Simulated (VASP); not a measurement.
Crystal: Ir.

```xyz
2
Lattice="2.7721 0.0000 0.0000 -1.3861 2.4008 0.0000 0.0000 0.0000 4.4945" Properties=species:S:1:pos:R:3 pbc="T T T"
Ir    1.3861    0.8003    3.3709
Ir    0.0000    1.6005    1.1236
```

This isn't the form of Ir at room conditions, which is fcc.

Base run:

```yaml
Program: VASP 6.6.1
Functional: PBEsol
Potentials_or_basis: VASP PAW PBE potentials, release 64 (Ir)
Cutoff: 520 eV
k_mesh: 21 × 21 × 12
Occupations: gaussian, width 0.15 eV
Spin: collinear spin
Starting_moments: "[0.5, 0.5] μB"
Fixed_moment: 1 μB
```

Its results: pressure -16.6 GPa; site moments Ir +0.49 μB.

Task: The run is repeated on the same cell with these changes: fixed moment from 1 μB to 1.6 μB; moments at the start from [0.5, 0.5] to [0.8, 0.8]. What comes out?

Result: Pressure -13.7 GPa; site moments Ir +0.78 μB.

Caveats: the cell stands under tension; the PAW data sets were made with another functional, which shifts forces and pressure a little; the total moment is fixed, so each spin has its own Fermi level and the state may be an excited one.
